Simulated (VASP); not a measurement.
# W (R-3m) in VASP: a series of runs

The runs below take W through single point, with PBE.

Program: VASP 6.6.1. These are calculated values, not measurements. Logs are shortened: lines on timing, memory, paths and dates and some standing lists are left out, and cuts for length are marked.

## 1. The cell of the first run

It takes space group R-3m (No. 166, trigonal). The conventional cell has a = 5.207 Å, b = 5.207 Å, c = 2.144 Å, α = 90.00°, β = 90.00°, γ = 120.00°. W (site symmetry -3m) has 2 W at 2.14 Å within 2.8 Å.

## 2. Single point, PBE

Contents of INCAR:

```
PREC = Accurate ; ENCUT = 520
EDIFF = 1E-6 ; ISMEAR = 0
SIGMA = 0.15 ; LREAL = False
LASPH = True ; NELM = 60
ALGO = Fast ; ISIF = 2
LWAVE = False ; LCHARG = False
GGA = PE ; NBANDS = 13
```

Contents of KPOINTS:

```
Automatic mesh
0
Gamma
  22 22 22
```

Contents of POSCAR:

```
W
1.0
   -2.0417851222      1.6398709959      1.6398709959
    1.6398709959     -2.0417851222      1.6398709959
    1.6398709959      1.6398709959     -2.0417851222
W
1
Direct
    0.0000000000      0.0000000000      0.0000000000
```

Potentials or basis: VASP PAW PBE potentials, release 64 (W_sv).

The run is started by

```console
> cat potpaw_PBE.64/W_sv/POTCAR > POTCAR
> mpirun -np 1 vasp_std > vasp.out
```

OUTCAR:

```text
PREC = Accurate
   ENCUT = 520
   EDIFF = 1E-6
   ISMEAR = 0
   LREAL = False
   LASPH = True
   NELM = 60
   ISIF = 2
   GGA = PE

 ion  position               nearest neighbor table
   1  0.000  0.000  0.000-

  LATTYP: Found a trigonal (rhomboedric) cell.
 ALAT       =     3.0898608790
 COS(alpha) =    -0.4197392560

  Lattice vectors:

 A1 = (  -2.0417851222,   1.6398709959,   1.6398709959)
 A2 = (   1.6398709959,  -2.0417851222,   1.6398709959)
 A3 = (   1.6398709959,   1.6398709959,  -2.0417851222)

Analysis of symmetry for initial positions (statically):
=====================================================================
 Subroutine PRICEL returns:
 Original cell was already a primitive cell.

 Routine SETGRP: Setting up the symmetry group for a
 trigonal (rhombohedral) supercell.

 Subroutine GETGRP returns: Found 12 space group operations
 (whereof 12 operations were pure point group operations)
 out of a pool of 12 trial point group operations.

The static configuration has the point symmetry D_3d.

Analysis of symmetry for dynamics (positions and initial velocities):
=====================================================================
 Subroutine PRICEL returns:
 Original cell was already a primitive cell.

 Routine SETGRP: Setting up the symmetry group for a
 trigonal (rhombohedral) supercell.

 Subroutine GETGRP returns: Found 12 space group operations
 (whereof 12 operations were pure point group operations)
 out of a pool of 12 trial point group operations.

The dynamic configuration has the point symmetry D_3d.

 Subroutine INISYM returns: Found 12 space group operations
 (whereof 12 operations are pure point group operations),
 and found     1 'primitive' translations

----------------------------------------------------------------------------------------

                                     Primitive cell

  volume of cell :      16.7800

  direct lattice vectors                    reciprocal lattice vectors
    -2.041785122  1.639870996  1.639870996     0.088182932  0.359799826  0.359799826
     1.639870996 -2.041785122  1.639870996     0.359799826  0.088182932  0.359799826
     1.639870996  1.639870996 -2.041785122     0.359799826  0.359799826  0.088182932

  length of vectors
     3.089860879  3.089860879  3.089860879     0.516418493  0.516418493  0.516418493

  position of ions in fractional coordinates (direct lattice)
     0.000000000  0.000000000  0.000000000

  ion indices of the primitive-cell ions
   primitive index   ion index
                 1           1

----------------------------------------------------------------------------------------

 KPOINTS: Automatic mesh

Automatic generation of k-mesh.
 Grid dimensions read from file:
 generate k-points for:   22   22   22

 Generating k-lattice:

  Cartesian coordinates                     Fractional coordinates (reciprocal lattice)
     0.004008315  0.016354538  0.016354538     0.045454545  0.000000000  0.000000000
     0.016354538  0.004008315  0.016354538     0.000000000  0.045454545  0.000000000
     0.016354538  0.016354538  0.004008315     0.000000000  0.000000000  0.045454545

  Length of vectors
     0.023473568  0.023473568  0.023473568

  Shift w.r.t. Gamma in fractional coordinates (k-lattice)
     0.000000000  0.000000000  0.000000000

 Subroutine IBZKPT returns following result:
 ===========================================

 Found   1024 irreducible k-points:

 Following reciprocal coordinates:
            Coordinates               Weight
  0.000000  0.000000  0.000000      1.000000
  0.045455 -0.000000 -0.000000      6.000000
  0.090909 -0.000000 -0.000000      6.000000
  0.136364  0.000000  0.000000      6.000000
  0.181818  0.000000  0.000000      6.000000
  0.227273  0.000000  0.000000      6.000000
[... 16 lines left out ...]
  0.500000  0.045455  0.000000     12.000000
 -0.454545  0.045455  0.000000     12.000000
 [... further k-points ...]
   k-points           NKPTS =   1024   k-points in BZ     NKDIM =   1024   number of bands    NBANDS=     13
   number of dos      NEDOS =    301   number of ions     NIONS =      1
   total plane-waves  NPLWV =  13824
   dimension x,y,z NGX =    24 NGY =   24 NGZ =   24
   dimension x,y,z NGXF=    48 NGYF=   48 NGZF=   48
   ions per type =               1
   NGX,Y,Z   is equivalent  to a cutoff of  12.91, 12.91, 12.91 a.u.
   NGXF,Y,Z  is equivalent  to a cutoff of  25.83, 25.83, 25.83 a.u.
 SYSTEM =  unknown system
   PREC   = accura    normal or accurate (medium, high low for compatibility)
   ISTART =      0    job   : 0-new  1-cont  2-samecut
   ICHARG =      2    charge: 1-file 2-atom 10-const
   ISPIN  =      1    spin polarized calculation?
   LNONCOLLINEAR =      F non collinear calculations
   LSORBIT =      F    spin-orbit coupling
   LASPH  =      T    aspherical Exc in radial PAW
   ENCUT  =  520.0 eV  38.22 Ry    6.18 a.u.   5.75  5.75  5.75*2*pi/ulx,y,z
   NELM   =     60;   NELMIN=  2; NELMDL= -5     # of ELM steps
   EDIFF  = 0.1E-05   stopping-criterion for ELM
   LREAL  =      F    real-space projection
   EDIFFG = 0.1E-04   stopping-criterion for IOM
   NSW    =      0    number of steps for IOM
   IBRION =     -1    ionic relax: 0-MD 1-quasi-New 2-CG
   NFREE  =      0    steps in history (QN), initial steepest desc. (CG)
   ISIF   =      2    stress and relaxation
   ISYM   =      2    0-nonsym 1-usesym 2-fastsym
   POTIM  = 0.5000    time-step for ionic-motion
   TEBEG  =    0.0;   TEEND  =   0.0 temperature during run
   PSTRESS=    0.0 pullay stress
   NELECT =      14.0000    total number of electrons
   NUPDOWN=      -1.0000    fix difference up-down
   EMIN   =  10.00;   EMAX   =-10.00  energy-range for DOS
   EFERMI =   0.00;   METHOD = LEGACY
   ISMEAR =     0;   SIGMA  =   0.15  broadening in eV -4-tet -1-fermi 0-gaus
   EFERMI_NEDOS =   21; number of points for ismear=-14 and -15
   IALGO  =     68    algorithm
   IMIX   =      4    mixing-type and parameters
     AMIX     =   0.40;   BMIX     =  1.00
     AMIX_MAG =   1.60;   BMIX_MAG =  1.00
  volume/ion in A,a.u.               =      16.78       113.24
  Fermi-wavevector in a.u.,A,eV,Ry     =   1.541181  2.912409 32.317069  2.375238
  Thomas-Fermi vector in A             =   2.647163
   LORBIT       =      0    0 simple, 1 ext, 2 COOP (PROOUT), +10 PAW based schemes
   GGA     = PE    functional components
   LHFCALC =     F    Hartree Fock is set to
   AEXX    =    0.0000 exact exchange contribution
   IVDW    =     0    specifies the selected vdW correction
   LEPSILON=     F    determine dielectric tensor
   LRPA    =     F    only Hartree local field effects (RPA)
 non-spin polarized calculation
 RMM-DIIS sequential band-by-band and
 Gauss-broadening in eV      SIGMA  =   0.15
  energy-cutoff  :      520.00
  volume of cell :       16.78
 maximum number of plane-waves:       463
   NGX = 11   NGY = 11   NGZ = 11

 number of electron      13.9999998 magnetization

 Free energy of the ion-electron system (eV)
  ---------------------------------------------------
  ext. energy  EPLUGINS =         0.00000000
  ---------------------------------------------------
  free energy    TOTEN  =       -10.43219949 eV

  energy without entropy =      -10.42338628  energy(sigma->0) =      -10.42779289

 E-fermi :  10.8266     XC(G=0): -13.1237

 val. band max:       10.8253545459   @ k =  -0.3182   0.2727   0.2727
 cond. band min:      10.8280876629   @ k =  -0.1364   0.2727   0.0909
 fundamental gap:      0.0027331170
 Fermi energy:        10.8265711020

 k-point     1 :       0.0000    0.0000    0.0000
  band No.  band energies     occupation
      1     -63.9888      2.00000
      2     -27.8805      2.00000
      3     -27.8805      2.00000
      4     -25.1577      2.00000
      5       1.6304      2.00000
      6       4.9832      2.00000
      7       8.7923      2.00000
      8       8.7923      2.00000
      9      17.0808      0.00000
     10      17.0808      0.00000
     11      20.9814      0.00000
     12      26.9072      0.00000
     13      26.9072      0.00000

 k-point     2 :       0.0455   -0.0000   -0.0000
  band No.  band energies     occupation
      1     -63.9714      2.00000
      2     -27.8698      2.00000
      3     -27.8662      2.00000
      4     -25.3139      2.00000
      5       1.7595      2.00000
      6       5.2513      2.00000
      7       8.8105      2.00000
      8       8.8624      2.00000
      9      16.5379      0.00000
     10      16.6174      0.00000
     11      21.1060      0.00000
     12      27.4858      0.00000
     13      27.5172      0.00000

 k-point     3 :       0.0909   -0.0000   -0.0000
  band No.  band energies     occupation
      1     -63.9205      2.00000
      2     -27.8386      2.00000
      3     -27.8242      2.00000
      4     -25.7570      2.00000
      5       2.1182      2.00000
      6       6.0532      2.00000
      7       8.8640      2.00000
      8       9.0706      2.00000
      9      15.2362      0.00000
     10      15.4884      0.00000
     11      21.4724      0.00000
     12      28.9372      0.00000
     13      28.9606      0.00000

 k-point     4 :       0.1364    0.0000    0.0000
  band No.  band energies     occupation
      1     -63.8397      2.00000
      2     -27.7889      2.00000
      3     -27.7573      2.00000
      4     -26.4206      2.00000
      5       2.6492      2.00000
      6       7.3598      2.00000
      7       8.9478      2.00000
      8       9.4115      2.00000
      9      13.6615      0.00000
     10      14.1041      0.00000
     11      22.0572      0.00000
     12      30.5175      0.00000
     13      30.6824      0.00000

 k-point     5 :       0.1818    0.0000    0.0000
  band No.  band energies     occupation
      1     -63.7350      2.00000
      2     -27.7254      2.00000
      3     -27.6703      2.00000
      4     -27.2184      2.00000
      5       3.3036      2.00000
      6       9.0387      2.00000
      7       9.0853      2.00000
      8       9.8727      2.00000
      9      12.1099      0.00000
     10      12.7334      0.00000
     11      22.8086      0.00000
     12      30.7383      0.00000
     13      31.4393      0.00000

 k-point     6 :       0.2273    0.0000    0.0000
  band No.  band energies     occupation
      1     -63.6140      2.00000
      2     -28.0795      2.00000
      3     -27.6398      2.00000
      4     -27.5693      2.00000
      5       4.0305      2.00000
      6       9.0527      2.00000
      7      10.3304      2.00000
      8      10.6533      1.89767
      9      11.3123      0.00000
     10      11.5828      0.00000
     11      23.6007      0.00000
     12      29.3995      0.00000
     13      30.0121      0.00000

 k-point     7 :       0.2727    0.0000    0.0000
  band No.  band energies     occupation
      1     -63.4862      2.00000
      2     -28.9091      2.00000
      3     -27.5601      2.00000
      4     -27.4622      2.00000
      5       4.7254      2.00000
      6       8.7752      2.00000
      7       9.5658      2.00000
      8      10.9281      0.33849
      9      11.1450      0.00268
     10      13.3740      0.00000
     11      24.0894      0.00000
     12      27.9448      0.00000
     13      28.5343      0.00000
[... 193 lines left out ...]
 k-point    20 :       0.3636    0.0455    0.0000
  band No.  band energies     occupation
      1     -63.1655      2.00000
      2     -30.7655      2.00000
      3     -27.3246      2.00000
      4     -27.1891      2.00000
      5       4.9758      2.00000
      6       6.9022      2.00000
      7       9.7631      2.00000
      8      11.4441      0.00000
      9      12.7120      0.00000
     10      17.4232      0.00000
     11      22.3567      0.00000
     12      26.2399      0.00000
     13      28.7978      0.00000

 k-point    21 :       0.4091    0.0455    0.0000
  band No.  band energies     occupation
      1     -63.1093      2.00000
      2     -31.0590      2.00000
      3     -27.2963      2.00000
      4     -27.1436      2.00000
      5       4.6789      2.00000
      6       6.5453      2.00000
      7      10.8827      0.59685
      8      11.6589      0.00000
      9      13.1976      0.00000
     10      16.7268      0.00000
     11      21.6764      0.00000
     12      27.2047      0.00000
     13      28.3491      0.00000

 k-point    22 :       0.4545    0.0455   -0.0000
  band No.  band energies     occupation
      1     -63.0895      2.00000
      2     -31.1586      2.00000
      3     -27.2942      2.00000
      4     -27.1293      2.00000
      5       4.5335      2.00000
      6       6.4211      2.00000
      7      11.6089      0.00000
      8      11.8439      0.00000
      9      13.6639      0.00000
     10      15.7715      0.00000
     11      21.3752      0.00000
     12      27.1105      0.00000
     13      29.0176      0.00000

 k-point    23 :       0.5000    0.0455    0.0000
  band No.  band energies     occupation
      1     -63.1079      2.00000
      2     -31.0598      2.00000
      3     -27.3185      2.00000
      4     -27.1476      2.00000
      5       4.5813      2.00000
      6       6.5323      2.00000
      7      11.4214      0.00000
      8      11.8174      0.00000
      9      14.1670      0.00000
     10      15.3303      0.00000
     11      21.5033      0.00000
     12      26.9231      0.00000
     13      28.4470      0.00000

 k-point    24 :      -0.4545    0.0455    0.0000
  band No.  band energies     occupation
      1     -63.1629      2.00000
      2     -30.7671      2.00000
      3     -27.3671      2.00000
      4     -27.1968      2.00000
      5       4.7988      2.00000
      6       6.8671      2.00000
      7      10.7514      1.52127
      8      11.4580      0.00000
      9      13.7906      0.00000
     10      15.9697      0.00000
     11      22.0158      0.00000
     12      26.3178      0.00000
     13      27.5425      0.00000

 [... further k-points ...]
[... 5 lines left out ...]
  --------------------------------------------------------------------------------------
  -------------------------------------------------------------------------------------
  Total        4.7438292      4.7438292      4.7438292      7.7940076      7.7940076      7.7940076
  in kB      452.9472904    452.9472904    452.9472904    744.1825007    744.1825007    744.1825007
  external PRESSURE =     452.9472904 kB  Pullay stress =       0.0000000 kB

 VOLUME and BASIS-vectors are now :
 -----------------------------------------------------------------------------
  energy-cutoff  :      520.00
  volume of cell :       16.78
      direct lattice vectors                 reciprocal lattice vectors
    -2.041785122  1.639870996  1.639870996     0.088182932  0.359799826  0.359799826
     1.639870996 -2.041785122  1.639870996     0.359799826  0.088182932  0.359799826
     1.639870996  1.639870996 -2.041785122     0.359799826  0.359799826  0.088182932

 POSITION                                       TOTAL-FORCE (eV/Angst)
 -----------------------------------------------------------------------------------
      0.00000      0.00000      0.00000         0.000000     -0.000000     -0.000000
 -----------------------------------------------------------------------------------
    total drift:                                0.000000      0.000000     -0.000000

  FREE ENERGIE OF THE ION-ELECTRON SYSTEM (eV)
  ---------------------------------------------------
  free  energy   TOTEN  =       -10.4321994907 eV

  energy  without entropy=      -10.4233862823  energy(sigma->0) =      -10.42779289
```

Wall time 1.9 min (1 thread of Intel Xeon 6975P-C, shared host); peak memory 0.32 GiB.

Results:

| Item | Value |
| --- | --- |
| Free energy | -10.4322 eV |
| Pressure | 45.3 GPa |
| Band gap on the k mesh | zero (band 7 reaches 13.44 eV, above the bottom of band 8 at 8.79 eV) |

Caveat: spin-orbit coupling is left out, which moves the levels of the heavy elements.

[end of part 1 of 2]
